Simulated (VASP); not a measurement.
A run of VASP 6.6.1 is set up as follows.

File INCAR:

```
SYSTEM = AlIn3As4
PREC = Accurate
ENCUT = 520
EDIFF = 1E-7
ISMEAR = 0
SIGMA = 0.1
LREAL = .FALSE.
LASPH = .TRUE.
NELM = 100
ALGO = Normal
ISIF = 2
LWAVE = .FALSE.
LCHARG = .FALSE.
GGA = PE
NBANDS = 41
```

File KPOINTS:

```
Automatic mesh
0
G
  4 4 4
  0 0 0
```

File POSCAR:

```
AlIn3As4
1.0
    5.7248272000      0.0000000000      0.0000000000
    0.0000000000      5.7248272000      0.0000000000
    0.0000000000      0.0000000000      5.7248272000
Al In As
1 3 4
Direct
    0.5000000000      0.5000000000      0.5000000000
    0.0000000000      0.0000000000      0.5000000000
    0.0000000000      0.5000000000      0.0000000000
    0.5000000000      0.0000000000      0.0000000000
    0.2500000000      0.2500000000      0.2500000000
    0.2500000000      0.7500000000      0.7500000000
    0.7500000000      0.2500000000      0.7500000000
    0.7500000000      0.7500000000      0.2500000000
```

Potentials or basis: VASP PAW PBE potentials, release 64 (Al, In_d, As).

Run with:

```console
$ cat potpaw_PBE.64/Al/POTCAR potpaw_PBE.64/In_d/POTCAR potpaw_PBE.64/As/POTCAR > POTCAR
$ mpirun -np 1 vasp_std > vasp.out
```

(1) Estimate the pressure.

(2) Predict the band gap on the k mesh.

Results:

(1) 14.7 GPa.

(2) 0.95 eV.

Caveat: the cell stands under pressure; spin-orbit coupling is left out, which moves the levels of the heavy elements.
